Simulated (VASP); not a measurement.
# B2Pt (P6_3mc) in VASP: further runs

B2Pt is run at these levels: PBE+D3(BJ); tasks: single point.

All numbers are computed with VASP 6.6.1; they aren't measurements. Logs are shortened: lines on timing, memory, paths and dates and some standing lists are left out, and cuts for length are marked.

### 1 The cell of the first run

It takes space group P6_3mc (No. 186, hexagonal). Conventional cell: a = 3.038 Å, b = 3.038 Å, c = 7.203 Å, α = 90.00°, β = 90.00°, γ = 120.00°. Within 2.4 Å of B (site symmetry 3m) lie 3 B at 1.80 Å and 4 Pt at 2.12 to 2.29 Å. Within 2.6 Å of B (site symmetry 3m) lie 3 B at 1.80 Å and 6 Pt at 2.46 to 2.57 Å. Within 2.8 Å of Pt (site symmetry 3m) lie 10 B at 2.12 to 2.57 Å.

### 2 Single point, PBE+D3(BJ)

Input file INCAR:

```
SYSTEM = B2Pt
PREC     = Accurate       ! precision mode
ENCUT    = 520            ! plane-wave cutoff, eV
EDIFF    = 1E-7           ! SCF threshold, eV
ISMEAR   = 0              ! smearing method
SIGMA    = 0.1            ! smearing width, eV
LREAL    = .FALSE.        ! projectors in reciprocal space
LASPH    = .TRUE.         ! aspherical terms in the spheres
NELM     = 100            ! most SCF steps
ALGO     = Normal         ! electronic algorithm
ISIF     = 2              ! what is computed and relaxed
LWAVE    = .FALSE.        ! write WAVECAR
LCHARG   = .FALSE.        ! write CHGCAR
GGA      = PE             ! functional
IVDW     = 12             ! dispersion correction
NBANDS   = 25             ! bands
```

Input file KPOINTS:

```
Automatic mesh
0
G
  6 6 2
  0 0 0
```

Input file POSCAR:

```
B2Pt
1.0
    3.0382060631      0.0000000000      0.0000000000
   -1.5191030315      2.6311636326      0.0000000000
    0.0000000000      0.0000000000      7.2033922905
B Pt
4 2
Direct
    0.3333333333      0.6666666667     -0.1089024913
    0.0000000000      0.0000000000      0.3362334615
    0.0000000000      0.0000000000      0.8362334615
    0.6666666667      0.3333333333      0.3910975087
    0.6666666667      0.3333333333      0.0961820998
    0.3333333333      0.6666666667      0.5961820998
```

Potentials or basis: VASP PAW PBE potentials, release 64 (B, Pt).

Launch:

```sh
> cat potpaw_PBE.64/B/POTCAR potpaw_PBE.64/Pt/POTCAR > POTCAR
> mpirun -np 1 vasp_std > vasp.out
```

OUTCAR:

```text
SYSTEM = B2Pt
   PREC = Accurate
   ENCUT = 520
   EDIFF = 1E-7
   ISMEAR = 0
   LREAL = .FALSE.
   LASPH = .TRUE.
   NELM = 100
   ISIF = 2
   GGA = PE
   IVDW = 12
 IVDW          = 12

 ion  position               nearest neighbor table
   1  0.333  0.667  0.891-   3 1.80   3 1.80   3 1.80   6 2.12   5 2.29   5 2.29   5 2.29
   2  0.000  0.000  0.336-   4 1.80   4 1.80   4 1.80   5 2.46   5 2.46   5 2.46   6 2.57   6 2.57
                             6 2.57
   3  0.000  0.000  0.836-   1 1.80   1 1.80   1 1.80   6 2.46   6 2.46   6 2.46   5 2.57   5 2.57
                             5 2.57
   4  0.667  0.333  0.391-   2 1.80   2 1.80   2 1.80   5 2.12   6 2.29   6 2.29   6 2.29
   5  0.667  0.333  0.096-   4 2.12   1 2.29   1 2.29   1 2.29   2 2.46   2 2.46   2 2.46   3 2.57
                             3 2.57   3 2.57
   6  0.333  0.667  0.596-   1 2.12   4 2.29   4 2.29   4 2.29   3 2.46   3 2.46   3 2.46   2 2.57
                             2 2.57   2 2.57

  LATTYP: Found a hexagonal cell.
 ALAT       =     3.0382060631
 C/A-ratio  =     2.3709360527

  Lattice vectors:

 A1 = (   3.0382060631,   0.0000000000,   0.0000000000)
 A2 = (  -1.5191030315,   2.6311636326,   0.0000000000)
 A3 = (   0.0000000000,   0.0000000000,   7.2033922905)

Analysis of symmetry for initial positions (statically):
=====================================================================
 Subroutine PRICEL returns:
 Original cell was already a primitive cell.

 Routine SETGRP: Setting up the symmetry group for a
 hexagonal supercell.

 Subroutine GETGRP returns: Found 12 space group operations
 (whereof  6 operations were pure point group operations)
 out of a pool of 24 trial point group operations.

The static configuration has the point symmetry C_3v.
 The point group associated with its full space group is C_6v.

Analysis of symmetry for dynamics (positions and initial velocities):
=====================================================================
 Subroutine PRICEL returns:
 Original cell was already a primitive cell.

 Routine SETGRP: Setting up the symmetry group for a
 hexagonal supercell.

 Subroutine GETGRP returns: Found 12 space group operations
 (whereof  6 operations were pure point group operations)
 out of a pool of 24 trial point group operations.

The dynamic configuration has the point symmetry C_3v.
 The point group associated with its full space group is C_6v.

 Subroutine INISYM returns: Found 12 space group operations
 (whereof  6 operations are pure point group operations),
 and found     1 'primitive' translations

----------------------------------------------------------------------------------------

                                     Primitive cell

  volume of cell :      57.5840

  direct lattice vectors                    reciprocal lattice vectors
     3.038206063  0.000000000  0.000000000     0.329141598  0.190029990  0.000000000
    -1.519103032  2.631163633  0.000000000     0.000000000  0.380059981  0.000000000
     0.000000000  0.000000000  7.203392291     0.000000000  0.000000000  0.138823482

  length of vectors
     3.038206063  3.038206063  7.203392291     0.380059981  0.380059981  0.138823482

  position of ions in fractional coordinates (direct lattice)
     0.333333333  0.666666667  0.891097509
     0.000000000  0.000000000  0.336233462
     0.000000000  0.000000000  0.836233462
     0.666666667  0.333333333  0.391097509
     0.666666667  0.333333333  0.096182100
     0.333333333  0.666666667  0.596182100

  ion indices of the primitive-cell ions
   primitive index   ion index
                 1           1
                 2           2
                 3           3
                 4           4
                 5           5
                 6           6

----------------------------------------------------------------------------------------

 KPOINTS: Automatic mesh

Automatic generation of k-mesh.
 Grid dimensions read from file:
 generate k-points for:    6    6    2

 Generating k-lattice:

  Cartesian coordinates                     Fractional coordinates (reciprocal lattice)
     0.054856933  0.031671665  0.000000000     0.166666667  0.000000000  0.000000000
     0.000000000  0.063343330  0.000000000     0.000000000  0.166666667  0.000000000
     0.000000000  0.000000000  0.069411741     0.000000000  0.000000000  0.500000000

  Length of vectors
     0.063343330  0.063343330  0.069411741

  Shift w.r.t. Gamma in fractional coordinates (k-lattice)
     0.000000000  0.000000000  0.000000000

 Subroutine IBZKPT returns following result:
 ===========================================

 Found     14 irreducible k-points:

 Following reciprocal coordinates:
            Coordinates               Weight
  0.000000  0.000000  0.000000      1.000000
  0.166667 -0.000000  0.000000      6.000000
  0.333333 -0.000000  0.000000      6.000000
  0.500000 -0.000000  0.000000      3.000000
  0.166667  0.166667  0.000000      6.000000
  0.333333  0.166667  0.000000     12.000000
  0.333333  0.333333  0.000000      2.000000
  0.000000  0.000000  0.500000      1.000000
  0.166667 -0.000000  0.500000      6.000000
  0.333333 -0.000000  0.500000      6.000000
  0.500000 -0.000000  0.500000      3.000000
  0.166667  0.166667  0.500000      6.000000
  0.333333  0.166667  0.500000     12.000000
  0.333333  0.333333  0.500000      2.000000
   k-points           NKPTS =     14   k-points in BZ     NKDIM =     14   number of bands    NBANDS=     25
   number of dos      NEDOS =    301   number of ions     NIONS =      6
   total plane-waves  NPLWV =  31104
   dimension x,y,z NGX =    24 NGY =   24 NGZ =   54
   dimension x,y,z NGXF=    48 NGYF=   48 NGZF=  108
   ions per type =               4   2
   NGX,Y,Z   is equivalent  to a cutoff of  13.13, 13.13, 12.46 a.u.
   NGXF,Y,Z  is equivalent  to a cutoff of  26.26, 26.26, 24.93 a.u.
 SYSTEM =  B2Pt
   PREC   = accura    normal or accurate (medium, high low for compatibility)
   ISTART =      0    job   : 0-new  1-cont  2-samecut
   ICHARG =      2    charge: 1-file 2-atom 10-const
   ISPIN  =      1    spin polarized calculation?
   LNONCOLLINEAR =      F non collinear calculations
   LSORBIT =      F    spin-orbit coupling
   LASPH  =      T    aspherical Exc in radial PAW
   ENCUT  =  520.0 eV  38.22 Ry    6.18 a.u.   5.65  5.65 13.39*2*pi/ulx,y,z
   NELM   =    100;   NELMIN=  2; NELMDL= -5     # of ELM steps
   EDIFF  = 0.1E-06   stopping-criterion for ELM
   LREAL  =      F    real-space projection
   EDIFFG = 0.1E-05   stopping-criterion for IOM
   NSW    =      0    number of steps for IOM
   IBRION =     -1    ionic relax: 0-MD 1-quasi-New 2-CG
   NFREE  =      0    steps in history (QN), initial steepest desc. (CG)
   ISIF   =      2    stress and relaxation
   ISYM   =      2    0-nonsym 1-usesym 2-fastsym
   POTIM  = 0.5000    time-step for ionic-motion
   TEBEG  =    0.0;   TEEND  =   0.0 temperature during run
   PSTRESS=    0.0 pullay stress
   NELECT =      32.0000    total number of electrons
   NUPDOWN=      -1.0000    fix difference up-down
   EMIN   =  10.00;   EMAX   =-10.00  energy-range for DOS
   EFERMI =   0.00;   METHOD = LEGACY
   ISMEAR =     0;   SIGMA  =   0.10  broadening in eV -4-tet -1-fermi 0-gaus
   EFERMI_NEDOS =   21; number of points for ismear=-14 and -15
   IALGO  =     38    algorithm
   IMIX   =      4    mixing-type and parameters
     AMIX     =   0.40;   BMIX     =  1.00
     AMIX_MAG =   1.60;   BMIX_MAG =  1.00
  volume/ion in A,a.u.               =       9.60        64.77
  Fermi-wavevector in a.u.,A,eV,Ry     =   1.345935  2.543448 24.647514  1.811541
  Thomas-Fermi vector in A             =   2.473808
   LORBIT       =      0    0 simple, 1 ext, 2 COOP (PROOUT), +10 PAW based schemes
   GGA     = PE    functional components
   LHFCALC =     F    Hartree Fock is set to
   AEXX    =    0.0000 exact exchange contribution
   IVDW    =    12    specifies the selected vdW correction
   LEPSILON=     F    determine dielectric tensor
   LRPA    =     F    only Hartree local field effects (RPA)
 non-spin polarized calculation
 Gauss-broadening in eV      SIGMA  =   0.10
  energy-cutoff  :      520.00
  volume of cell :       57.58
 maximum number of plane-waves:      1587
 NGX is ok and might be reduce to    24
   NGX = 11   NGY = 11   NGZ = 27

 number of electron      31.9999999 magnetization

 Free energy of the ion-electron system (eV)
  ---------------------------------------------------
  ext. energy  EPLUGINS =         0.00000000
  ---------------------------------------------------
  free energy    TOTEN  =       -37.08207122 eV

  energy without entropy =      -37.06458275  energy(sigma->0) =      -37.07332699

 E-fermi :   9.8261     XC(G=0): -12.8193

 val. band max:        9.8059852941   @ k =   0.3333  -0.0000   0.5000
 cond. band min:       9.8777063940   @ k =   0.1667  -0.0000   0.5000
 fundamental gap:      0.0717210998
 Fermi energy:         9.8261454937

 k-point     1 :       0.0000    0.0000    0.0000
  band No.  band energies     occupation
      1      -4.5616      2.00000
      2      -2.6409      2.00000
      3       0.0281      2.00000
      4       2.8274      2.00000
      5       4.8501      2.00000
      6       4.8501      2.00000
[... 17 lines left out ...]
     24      16.8579      0.00000
     25      17.6860      0.00000

 k-point     2 :       0.1667   -0.0000    0.0000
  band No.  band energies     occupation
      1      -4.0303      2.00000
      2      -2.3276      2.00000
      3       0.7421      2.00000
      4       3.1800      2.00000
      5       3.7873      2.00000
      6       4.4586      2.00000
[... 17 lines left out ...]
     24      18.2573      0.00000
     25      18.3417      0.00000

 k-point     3 :       0.3333   -0.0000    0.0000
  band No.  band energies     occupation
      1      -2.5455      2.00000
      2      -1.4454      2.00000
      3       1.7378      2.00000
      4       2.0913      2.00000
      5       3.1623      2.00000
      6       3.6417      2.00000
[... 17 lines left out ...]
     24      18.9216      0.00000
     25      19.5648      0.00000

 k-point     4 :       0.5000   -0.0000    0.0000
  band No.  band energies     occupation
      1      -0.8213      2.00000
      2      -0.2402      2.00000
      3      -0.0691      2.00000
      4       0.6917      2.00000
      5       3.4461      2.00000
      6       3.6607      2.00000
[... 17 lines left out ...]
     24      17.7451      0.00000
     25      18.1334      0.00000
[... 197 lines left out ...]
 k-point    12 :       0.1667    0.1667    0.5000
  band No.  band energies     occupation
      1      -2.4849      2.00000
      2      -2.4849      2.00000
      3       2.6688      2.00000
      4       2.6688      2.00000
      5       3.3265      2.00000
      6       3.3265      2.00000
[... 17 lines left out ...]
     24      17.7980      0.00000
     25      19.1287      0.00000

 k-point    13 :       0.3333    0.1667    0.5000
  band No.  band energies     occupation
      1      -0.9827      2.00000
      2      -0.9827      2.00000
      3       1.4606      2.00000
      4       1.4606      2.00000
      5       3.0515      2.00000
      6       3.0515      2.00000
[... 17 lines left out ...]
     24      17.7410      0.00000
     25      19.5933      0.00000

 k-point    14 :       0.3333    0.3333    0.5000
  band No.  band energies     occupation
      1       0.2647      2.00000
      2       0.2647      2.00000
      3       0.6462      2.00000
      4       0.6462      2.00000
      5       2.5926      2.00000
      6       2.5926      2.00000
[... 17 lines left out ...]
     24      19.9921      0.00000
     25      20.1298      0.00000

------------------------ aborting loop because EDIFF is reached ----------------------------------------

 Edisp (eV)   -2.41602

 E8    (eV) :    -0.9832

  FORCE on cell =-STRESS in cart. coord.  units (eV):
  Direction    XX          YY          ZZ          XY          YZ          ZX
  --------------------------------------------------------------------------------------
  -------------------------------------------------------------------------------------
  Total      -0.08486    -0.08486    -0.02932    -0.00000     0.00000     0.00000
  in kB      -2.36122    -2.36122    -0.81567    -0.00000     0.00000     0.00000
  external pressure =       -1.85 kB  Pullay stress =        0.00 kB

 VOLUME and BASIS-vectors are now :
 -----------------------------------------------------------------------------
  energy-cutoff  :      520.00
  volume of cell :       57.58
      direct lattice vectors                 reciprocal lattice vectors
     3.038206063  0.000000000  0.000000000     0.329141598  0.190029990  0.000000000
    -1.519103032  2.631163633  0.000000000     0.000000000  0.380059981  0.000000000
     0.000000000  0.000000000  7.203392291     0.000000000  0.000000000  0.138823482

 POSITION                                       TOTAL-FORCE (eV/Angst)
 -----------------------------------------------------------------------------------
     -0.00000      1.75411      6.41892        -0.000000      0.000000      0.002289
      0.00000      0.00000      2.42202        -0.000000      0.000000      0.007958
      0.00000      0.00000      6.02372         0.000000      0.000000      0.007958
      1.51910      0.87705      2.81723        -0.000000     -0.000000      0.002289
      1.51910      0.87705      0.69284         0.000000     -0.000000     -0.010247
     -0.00000      1.75411      4.29453         0.000000      0.000000     -0.010247
 -----------------------------------------------------------------------------------
    total drift:                               -0.000000     -0.000000     -0.000105

  FREE ENERGIE OF THE ION-ELECTRON SYSTEM (eV)
  ---------------------------------------------------
  free  energy   TOTEN  =       -39.4980908262 eV

  energy  without entropy=      -39.4806023519  energy(sigma->0) =      -39.48934659
```

Run time: 27 s. Hardware: 1 thread of Intel Xeon 8259CL, shared host; peak memory 0.2 GiB.

Results:

| Property | Result |
| --- | --- |
| Free energy | -39.4981 eV |
| Pressure | -0.2 GPa |
| Largest force | 0.010 eV/Å |
| Band gap on the k mesh | zero (bands 16 and 17 overlap by 0.90 eV) |
| Dispersion energy per atom | -0.403 eV |

Forces in eV/Å, atoms in the order of the input:
```
B    0.000  0.000  0.002
B    0.000  0.000  0.008
B    0.000  0.000  0.008
B    0.000  0.000  0.002
Pt   0.000  0.000 -0.010
Pt   0.000  0.000 -0.010
```

Stress tensor (GPa, compression positive):
```
-0.24  0.00  0.00
 0.00 -0.24  0.00
 0.00  0.00 -0.08
```

Levels at points of the mesh, in eV from the Fermi level:
| k point | band 13 | band 14 | band 15 | band 16 | band 17 | band 18 | band 19 | band 20 |
| --- | --- | --- | --- | --- | --- | --- | --- | --- |
| (0.00, 0.00, 0.00) | -3.53 | -3.53 | 0.13 | 0.13 | 1.38 | 1.38 | 3.37 | 5.31 |
| (0.50, 0.00, 0.00) | -2.12 | -1.65 | -1.63 | -0.52 | 0.33 | 1.51 | 3.87 | 4.42 |
| (0.00, 0.00, 0.50) | -3.45 | -3.45 | 0.61 | 0.61 | 0.61 | 0.61 | 4.61 | 4.61 |
| (0.50, 0.00, 0.50) | -1.64 | -1.64 | -0.47 | -0.47 | -0.29 | -0.29 | 3.05 | 3.05 |

Caveat: the k points lie up to 0.44 Å⁻¹ apart, too coarse for converged energies and pressures of a metal; spin-orbit coupling is left out, which moves the levels of the heavy elements.

### 3 Single point, PBE+D3(BJ)

This run uses another cell than the first one, of 13.52 Å³/atom.

Input file INCAR:

```
PREC = Accurate
ENCUT = 520
EDIFF = 1E-7
ISMEAR = 0
SIGMA = 0.1
LREAL = F
LASPH = T
NELM = 80
ALGO = Normal
ISIF = 2
LWAVE = F
LCHARG = T
GGA = PE
IVDW = 12
LELF = T
LVHAR = T
NBANDS = 25
```

Input file KPOINTS:

```
regular mesh
0
Gamma
  6 6 2
```

Input file POSCAR:

```
B2Pt
1.0
    2.9501606000      0.0000000000      0.0000000000
   -1.4750803000      2.5549140200      0.0000000000
    0.0000000000      0.0000000000     10.7623463000
B Pt
4 2
Direct
    0.3333333300      0.6666666700      0.0000000000
    0.0000000000      0.0000000000      0.2156753800
    0.0000000000      0.0000000000      0.7156753800
    0.6666666700      0.3333333300      0.5000000000
    0.6666666700      0.3333333300      0.1078376900
    0.3333333300      0.6666666700      0.6078376900
```

Potentials or basis: VASP PAW PBE potentials, release 64 (B, Pt).

Launch:

```sh
> cat potpaw_PBE.64/B/POTCAR potpaw_PBE.64/Pt/POTCAR > POTCAR
> mpirun -np 1 vasp_std > vasp.out
```

It took 60 s on 1 thread of Intel Xeon 8259CL, shared host; peak memory 0.22 GiB.

Results (log left out):

| Property | Result |
| --- | --- |
| Free energy | -31.1292 eV |
| Pressure | 25.1 GPa |
| Largest force | 2.227 eV/Å |
| Band gap on the k mesh | zero (bands 16 and 17 overlap by 1.71 eV) |
| Dispersion energy per atom | -0.290 eV |

Forces in eV/Å, atoms in the order of the input:
```
B    0.000  0.000 -2.227
B    0.000  0.000  2.195
B    0.000  0.000  2.195
B    0.000  0.000 -2.227
Pt   0.000  0.000  0.032
Pt   0.000  0.000  0.032
```

Stress tensor (GPa, compression positive):
```
33.04  0.00  0.00
 0.00 33.04  0.00
 0.00  0.00  9.37
```

Levels at points of the mesh, in eV from the Fermi level:
```csv
k point,band 12,band 13,band 14,band 15,band 16,band 17,band 18,band 19,band 20,band 21
"(0.00, 0.00, 0.00)",-4.41,-4.41,-4.41,-0.85,-0.19,2.15,2.23,3.39,3.39,3.47
"(0.50, 0.00, 0.00)",-2.96,-2.96,-2.70,-1.46,-1.38,-0.03,0.21,0.83,0.86,0.99
"(0.00, 0.00, 0.50)",-4.41,-4.41,-4.41,-0.53,-0.53,2.20,2.20,3.42,3.42,3.42
"(0.50, 0.00, 0.50)",-2.96,-2.87,-2.87,-1.42,-1.42,0.09,0.09,0.91,0.91,0.98
```

Caveat: the k points lie up to 0.41 Å⁻¹ apart, too coarse for converged energies and pressures of a metal; spin-orbit coupling is left out, which moves the levels of the heavy elements; forces of over 1 eV/Å act on the atoms, so gaps and moduli don't describe the material at rest.
